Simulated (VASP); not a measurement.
# AlP (sol) (F-43m) in VASP: single point with PBEsol

Aim: the single point of AlP (sol) with PBEsol.

Program: VASP 6.6.1. These are calculated values, not measurements. Logs are shortened: lines on timing, memory, paths and dates and some standing lists are left out, and cuts for length are marked.

## 1. The cell of the first run

Symmetry: F-43m, No. 216, cubic system. Conventional cell: a = 5.470 Å, b = 5.470 Å, c = 5.470 Å, α = 90.00°, β = 90.00°, γ = 90.00°. Within 3.1 Å of Al (site symmetry -43m) lie 4 P at 2.37 Å. Within 3.1 Å of P (site symmetry -43m) lie 4 Al at 2.37 Å.

## 2. Single point, PBEsol

INCAR reads:

```
SYSTEM = AlP
ALGO = Normal
EDIFF = 1E-6
ENCUT = 500
GGA = PS
GGA_COMPAT = .FALSE.
ISIF = 2
ISMEAR = 0
LASPH = .TRUE.
LCHARG = .FALSE.
LREAL = .FALSE.
LWAVE = .FALSE.
NBANDS = 11
NELM = 120
PREC = Accurate
SIGMA = 0.02
```

KPOINTS reads:

```
k-points
0
G
  8 8 8
  0 0 0
```

POSCAR reads:

```
AlP
1.0
    0.0000000000      2.7351592079      2.7351592079
    2.7351592079      0.0000000000      2.7351592079
    2.7351592079      2.7351592079      0.0000000000
Al P
1 1
Direct
    0.0000000000      0.0000000000      0.0000000000
    0.2500000000      0.2500000000      0.2500000000
```

Potentials or basis: VASP PAW PBE potentials, release 64 (Al, P).

Command:

```console
$ cat potpaw_PBE.64/Al/POTCAR potpaw_PBE.64/P/POTCAR > POTCAR
$ mpirun -np 1 vasp_std > vasp.out
```

OUTCAR:

```text
SYSTEM = AlP
   EDIFF = 1E-6
   ENCUT = 500
   GGA = PS
   ISIF = 2
   ISMEAR = 0
   LASPH = .TRUE.
   LREAL = .FALSE.
   NELM = 120
   PREC = Accurate

 ion  position               nearest neighbor table
   1  0.000  0.000  0.000-   2 2.37   2 2.37   2 2.37   2 2.37
   2  0.250  0.250  0.250-   1 2.37   1 2.37   1 2.37   1 2.37

  LATTYP: Found a face centered cubic cell.
 ALAT       =     5.4703184158

  Lattice vectors:

 A1 = (   0.0000000000,   2.7351592079,   2.7351592079)
 A2 = (   2.7351592079,   0.0000000000,   2.7351592079)
 A3 = (   2.7351592079,   2.7351592079,   0.0000000000)

Analysis of symmetry for initial positions (statically):
=====================================================================
 Subroutine PRICEL returns:
 Original cell was already a primitive cell.

 Routine SETGRP: Setting up the symmetry group for a
 face centered cubic supercell.

 Subroutine GETGRP returns: Found 24 space group operations
 (whereof 24 operations were pure point group operations)
 out of a pool of 48 trial point group operations.

The static configuration has the point symmetry T_d .

Analysis of symmetry for dynamics (positions and initial velocities):
=====================================================================
 Subroutine PRICEL returns:
 Original cell was already a primitive cell.

 Routine SETGRP: Setting up the symmetry group for a
 face centered cubic supercell.

 Subroutine GETGRP returns: Found 24 space group operations
 (whereof 24 operations were pure point group operations)
 out of a pool of 48 trial point group operations.

The dynamic configuration has the point symmetry T_d .

 Subroutine INISYM returns: Found 24 space group operations
 (whereof 24 operations are pure point group operations),
 and found     1 'primitive' translations

----------------------------------------------------------------------------------------

                                     Primitive cell

  volume of cell :      40.9240

  direct lattice vectors                    reciprocal lattice vectors
     0.000000000  2.735159208  2.735159208    -0.182804715  0.182804715  0.182804715
     2.735159208  0.000000000  2.735159208     0.182804715 -0.182804715  0.182804715
     2.735159208  2.735159208  0.000000000     0.182804715  0.182804715 -0.182804715

  length of vectors
     3.868099247  3.868099247  3.868099247     0.316627055  0.316627055  0.316627055

  position of ions in fractional coordinates (direct lattice)
     0.000000000  0.000000000  0.000000000
     0.250000000  0.250000000  0.250000000

  ion indices of the primitive-cell ions
[... 79 lines left out ...]
   IBRION =     -1    ionic relax: 0-MD 1-quasi-New 2-CG
   NFREE  =      0    steps in history (QN), initial steepest desc. (CG)
   ISIF   =      2    stress and relaxation
   ISYM   =      2    0-nonsym 1-usesym 2-fastsym
   POTIM  = 0.5000    time-step for ionic-motion
   TEBEG  =    0.0;   TEEND  =   0.0 temperature during run
   PSTRESS=    0.0 pullay stress
   NELECT =       8.0000    total number of electrons
   NUPDOWN=      -1.0000    fix difference up-down
   EMIN   =  10.00;   EMAX   =-10.00  energy-range for DOS
   EFERMI =   0.00;   METHOD = LEGACY
   ISMEAR =     0;   SIGMA  =   0.02  broadening in eV -4-tet -1-fermi 0-gaus
   EFERMI_NEDOS =   21; number of points for ismear=-14 and -15
   IALGO  =     38    algorithm
   IMIX   =      4    mixing-type and parameters
     AMIX     =   0.40;   BMIX     =  1.00
     AMIX_MAG =   1.60;   BMIX_MAG =  1.00
  volume/ion in A,a.u.               =      20.46       138.08
  Fermi-wavevector in a.u.,A,eV,Ry     =   0.950121  1.795468 12.282384  0.902730
  Thomas-Fermi vector in A             =   2.078468
   LORBIT       =      0    0 simple, 1 ext, 2 COOP (PROOUT), +10 PAW based schemes
   GGA     = PS    functional components
   LHFCALC =     F    Hartree Fock is set to
   AEXX    =    0.0000 exact exchange contribution
   IVDW    =     0    specifies the selected vdW correction
   LEPSILON=     F    determine dielectric tensor
   LRPA    =     F    only Hartree local field effects (RPA)
 non-spin polarized calculation
 Gauss-broadening in eV      SIGMA  =   0.02
  energy-cutoff  :      500.00
  volume of cell :       40.92
 maximum number of plane-waves:      1056
   NGX = 15   NGY = 15   NGZ = 15

 number of electron       8.0000000 magnetization

 Free energy of the ion-electron system (eV)
  ---------------------------------------------------
  ext. energy  EPLUGINS =         0.00000000
  ---------------------------------------------------
  free energy    TOTEN  =       -10.99516465 eV

  energy without entropy =      -10.99516465  energy(sigma->0) =      -10.99516465

 E-fermi :   4.5812     XC(G=0):  -9.3432

 val. band max:        4.4835565412   @ k =   0.0000   0.0000   0.0000
 cond. band min:       5.9329789216   @ k =   0.5000   0.5000   0.0000
 fundamental gap:      1.4494223804
 Fermi energy:         4.5811896592

 k-point     1 :       0.0000    0.0000    0.0000
  band No.  band energies     occupation
      1      -7.0115      2.00000
      2       4.4836      2.00000
      3       4.4836      2.00000
      4       4.4836      2.00000
      5       7.6393      0.00000
      6       8.9878      0.00000
      7       8.9878      0.00000
      8       8.9878      0.00000
      9      13.2794      0.00000
     10      13.2794      0.00000
     11      14.5395      0.00000
[... 309 lines left out ...]
 k-point    24 :      -0.3750    0.2500    0.1250
  band No.  band energies     occupation
      1      -5.0136      2.00000
      2      -0.7071      2.00000
      3       1.8664      2.00000
      4       2.9880      2.00000
      5       8.3424      0.00000
      6       8.9187      0.00000
      7      11.3033      0.00000
      8      12.0948      0.00000
      9      13.3856      0.00000
     10      15.8219      0.00000
     11      17.1351      0.00000

 [... further k-points ...]
[... 5 lines left out ...]
  --------------------------------------------------------------------------------------
  -------------------------------------------------------------------------------------
  Total        0.0109011      0.0109011      0.0109011     -0.0000000     -0.0000000      0.0000000
  in kB        0.4267779      0.4267779      0.4267779     -0.0000000     -0.0000000      0.0000000
  external PRESSURE =       0.4267779 kB  Pullay stress =       0.0000000 kB

 VOLUME and BASIS-vectors are now :
 -----------------------------------------------------------------------------
  energy-cutoff  :      500.00
  volume of cell :       40.92
      direct lattice vectors                 reciprocal lattice vectors
     0.000000000  2.735159208  2.735159208    -0.182804715  0.182804715  0.182804715
     2.735159208  0.000000000  2.735159208     0.182804715 -0.182804715  0.182804715
     2.735159208  2.735159208  0.000000000     0.182804715  0.182804715 -0.182804715

 POSITION                                       TOTAL-FORCE (eV/Angst)
 -----------------------------------------------------------------------------------
      0.00000      0.00000      0.00000        -0.000000      0.000000      0.000000
      1.36758      1.36758      1.36758         0.000000     -0.000000     -0.000000
 -----------------------------------------------------------------------------------
    total drift:                                0.000000      0.000000      0.000000

  FREE ENERGIE OF THE ION-ELECTRON SYSTEM (eV)
  ---------------------------------------------------
  free  energy   TOTEN  =       -10.9951646503 eV

  energy  without entropy=      -10.9951646503  energy(sigma->0) =      -10.99516465
```

OSZICAR:

```text
N       E                     dE             d eps       ncg     rms          rms(c)
DAV:   1     0.106989690735E+02    0.10699E+02   -0.29194E+03   638   0.534E+02
DAV:   2    -0.104846665579E+02   -0.21184E+02   -0.20217E+02   816   0.875E+01
DAV:   3    -0.113534146786E+02   -0.86875E+00   -0.86702E+00   817   0.173E+01
DAV:   4    -0.113610715667E+02   -0.76569E-02   -0.76562E-02   746   0.196E+00
DAV:   5    -0.113612105512E+02   -0.13898E-03   -0.13898E-03   794   0.255E-01    0.436E+00
DAV:   6    -0.110510391654E+02    0.31017E+00   -0.57612E-01   724   0.279E+00    0.269E+00
DAV:   7    -0.109977417057E+02    0.53297E-01   -0.20577E-01   774   0.180E+00    0.128E+00
DAV:   8    -0.109952129482E+02    0.25288E-02   -0.13890E-02   755   0.560E-01    0.173E-01
DAV:   9    -0.109951090014E+02    0.10395E-03   -0.82817E-04   736   0.150E-01    0.657E-02
DAV:  10    -0.109951588726E+02   -0.49871E-04   -0.68642E-05   725   0.434E-02    0.134E-02
DAV:  11    -0.109951643483E+02   -0.54758E-05   -0.88299E-06   801   0.162E-02    0.968E-03
DAV:  12    -0.109951646503E+02   -0.30200E-06   -0.93600E-07   512   0.476E-03
   1 F= -.10995165E+02 E0= -.10995165E+02  d E =-.295652E-14
```

Wall time 16 s (1 thread of Intel Xeon 8259CL, shared host); peak memory 0.15 GiB.

What came out:

- Free energy: -10.9952 eV
- Pressure: 0.0 GPa
- Band gap on the k mesh: 1.45 eV, indirect (least direct gap 3.16 eV)

Levels at points of the mesh, in eV from the valence-band top:
```
           k point  band 1  band 2  band 3  band 4  band 5  band 6  band 7  band 8  band 9
(0.00, 0.00, 0.00)  -11.50    0.00    0.00    0.00    3.16    4.50    4.50    4.50    8.80
(0.50, 0.00, 0.00)   -9.81   -5.56   -0.76   -0.76    2.71    4.75    4.75    8.06   11.50
(0.50, 0.50, 0.00)   -9.15   -5.32   -2.11   -2.11    1.45    2.37   10.94   10.94   11.89
```

Caveat: the PAW data sets were made with another functional, which shifts forces and pressure a little.
